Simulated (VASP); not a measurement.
A run of VASP 6.6.1:

Contents of INCAR:

```
PREC = Accurate
ENCUT = 520
EDIFF = 1E-6
ISMEAR = -1
SIGMA = 0.1
LREAL = F
LASPH = T
NELM = 80
ALGO = Normal
ISIF = 2
LWAVE = F
LCHARG = F
GGA = PS
NBANDS = 18
```

File KPOINTS:

```
Automatic mesh
0
Gamma
  8 8 8
```

The input POSCAR:

```
YAu
1.0
    3.4863469609      0.0000000000      0.0000000000
    0.0000000000      3.4863469609      0.0000000000
    0.0000000000      0.0000000000      3.4863469609
Y Au
1 1
Direct
    0.5000000000      0.5000000000      0.5000000000
    0.0000000000      0.0000000000      0.0000000000
```

Potentials or basis: VASP PAW PBE potentials, release 64 (Y_sv, Au).

Command:

```bash
$ cat potpaw_PBE.64/Y_sv/POTCAR potpaw_PBE.64/Au/POTCAR > POTCAR
$ mpirun -np 1 vasp_std > vasp.out
```

Hardware: 1 thread of Intel Xeon 8259CL, with other jobs on the host.

Problem. Estimate the wall time of this run.

Solution. Run time: 39 s on 1 thread of Intel Xeon 8259CL, on a shared host, peak memory 0.19 GiB. Counts: scf iterations 13, k points 35.
